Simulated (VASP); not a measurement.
Here is a VASP 6.6.1 calculation.

The input POSCAR:

```
KLiF2
1.0
    1.6223039177      0.9366376036      5.6488965352
   -1.6223039177      0.9366376036      5.6488965352
    0.0000000000     -1.8732752072      5.6488965352
Li K F
1 1 2
Direct
    1.0000000000      0.0000000000      0.0000000000
    0.5000000000      0.5000000000      0.5000000000
    0.2689466835      0.2689466835      0.2689466835
    0.7310533165      0.7310533165      0.7310533165
```

Contents of INCAR.step1:

```
SYSTEM = KLiF2
PREC = Accurate
ENCUT = 520
ISMEAR = 0
SIGMA = 0.01
LREAL = .FALSE.
LASPH = .TRUE.
NELM = 60
NBANDS = 21
GGA = PE
ALGO = Normal
EDIFF = 1E-4
LWAVE = .TRUE.
LCHARG = .FALSE.
```

Contents of INCAR.step2:

```
SYSTEM = KLiF2
PREC = Accurate
ENCUT = 520
EDIFF = 1E-6
ISMEAR = 0
SIGMA = 0.01
LREAL = .FALSE.
LASPH = .TRUE.
NELM = 60
ALGO = Normal
ISIF = 2
LWAVE = .FALSE.
LCHARG = .FALSE.
METAGGA = R2SCAN
LMIXTAU = .TRUE.
NBANDS = 21
ISTART = 1
```

The input KPOINTS:

```
Automatic mesh
0
G
  10 10 10
  0 0 0
```

Potentials or basis: VASP PAW PBE potentials, release 64 (Li_sv, K_sv, F).

Command:

```sh
$ cat potpaw_PBE.64/Li_sv/POTCAR potpaw_PBE.64/K_sv/POTCAR potpaw_PBE.64/F/POTCAR > POTCAR
$ cp INCAR.step1 INCAR
$ mpirun -np 1 vasp_std > vasp.out
$ cp INCAR.step2 INCAR
$ mpirun -np 1 vasp_std > vasp.out
```

Q: What does it give for the band gap on the k mesh?

A: 7.47 eV.

Q: Estimate the largest force.

A: 0.052 eV/Å.

Forces on the atoms (eV/Å):
```
Li   0.000  0.000  0.000
K    0.000  0.000  0.000
F    0.000  0.000  0.052
F    0.000  0.000 -0.052
```

Caveat: the PAW data sets were made with another functional, which shifts forces and pressure a little. A k mesh can miss the band edges.
